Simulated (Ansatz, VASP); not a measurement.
## SnSe: VASP beside Ansatz

File POSCAR:

```
SnSe
1.0
   11.6218653487      0.0000000000      0.0000000000
    0.0000000000      4.0881790884      0.0000000000
    0.0000000000      0.0000000000      4.7494050109
Sn Se
4 4
Direct
    0.6192902571      0.7500000000      0.3732801857
    0.8807097429      0.2500000000      0.8732801857
    0.3807097429      0.2500000000      0.6267198143
    0.1192902571      0.7500000000      0.1267198143
    0.1478683915      0.2500000000      0.5108248340
    0.6478683915      0.2500000000      0.9891751660
    0.3521316085      0.7500000000      0.0108248340
    0.8521316085      0.7500000000      0.4891751660
```

File INCAR.step1:

```
PREC = Accurate
ENCUT = 520
ISMEAR = 0
SIGMA = 0.01
LREAL = False
LASPH = True
NELM = 60
NBANDS = 50
GGA = PE
ALGO = Normal
EDIFF = 1E-4
LWAVE = True
LCHARG = False
```

The input INCAR.step2:

```
PREC = Accurate
ENCUT = 520
EDIFF = 1E-6
ISMEAR = 0
SIGMA = 0.01
LREAL = False
LASPH = True
NELM = 60
ALGO = Normal
ISIF = 2
LWAVE = False
LCHARG = True
METAGGA = R2SCAN
LMIXTAU = True
LELF = True
LVHAR = True
NBANDS = 50
ISTART = 1
```

File KPOINTS:

```
regular mesh
0
Gamma
  2 6 6
```

Input for Ansatz:

```yaml
crystal:
  lattice:
    - [11.6218653487, 0.0, 0.0]
    - [0.0, 4.0881790884, 0.0]
    - [0.0, 0.0, 4.7494050109]
  atoms:
    - { symbol: Sn, position: [0.6192902571, 0.75, 0.3732801857] }
    - { symbol: Sn, position: [0.8807097429, 0.25, 0.8732801857] }
    - { symbol: Sn, position: [0.3807097429, 0.25, 0.6267198143] }
    - { symbol: Sn, position: [0.1192902571, 0.75, 0.1267198143] }
    - { symbol: Se, position: [0.1478683915, 0.25, 0.510824834] }
    - { symbol: Se, position: [0.6478683915, 0.25, 0.989175166] }
    - { symbol: Se, position: [0.3521316085, 0.75, 0.010824834] }
    - { symbol: Se, position: [0.8521316085, 0.75, 0.489175166] }
kpoints:
  mp_grid: { grid: [2, 6, 6] }
  band_path:
    path:
      - [0.0, 0.0, 0.0]
      - [0.5, 0.0, 0.0]
      - [0.5, 0.5, 0.0]
      - [0.0, 0.5, 0.0]
      - [0.0, 0.0, 0.5]
      - [0.5, 0.0, 0.5]
      - [0.5, 0.5, 0.5]
      - [0.0, 0.5, 0.5]
      - [0.0, 0.3333333333, 0.0]
      - [0.0, 0.0, 0.3125]
      - [0.0, 0.338542, 0.0]
    npoints: 1
hamiltonian:
  xc: r2scan
scf:
  occupations: { method: fixed }
  n_extra_bands: 6
output:
  forces: true
  stress: true
  eigenvalues: true
```

Change from the starting cell: epitaxial_xy strain -1.0%.

Alike in both runs: task single point; functional r2SCAN; k mesh 2 × 6 × 6; no spin polarisation.

```csv
,VASP,Ansatz
version,VASP 6.6.1,Ansatz 0.2.0
potentials or method,"VASP PAW PBE potentials, release 64 (Sn_d, Se)","plane waves, PAW"
plane-wave cutoff (eV),520,500
occupations,"gaussian, width 0.01 eV",fixed
valence electrons in the cell,80,120
```

VASP gave:

```
gap on the k mesh at the Fermi level (eV)                     : 0.98
pressure (GPa)                                                : 0.3
traceless stress, the component that is largest in VASP (GPa) : -0.24
rms of the force components (eV/Å)                            : 0.008
```

**Question.** What did Ansatz give for the same quantities?

**Answer.** gap on the k mesh at the Fermi level (eV): 0.99; pressure (GPa): 0.3; traceless stress, the component that is largest in VASP (GPa): -0.24; rms of the force components (eV/Å): 0.002.

VASP's potentials were made for PBE, not for r2SCAN. Atom by atom the forces differ by 0.010 eV/Å (rms over components). VASP's potentials hold 80 valence electrons a cell and Ansatz's 120, so a difference there can come from the potentials and not from the codes.
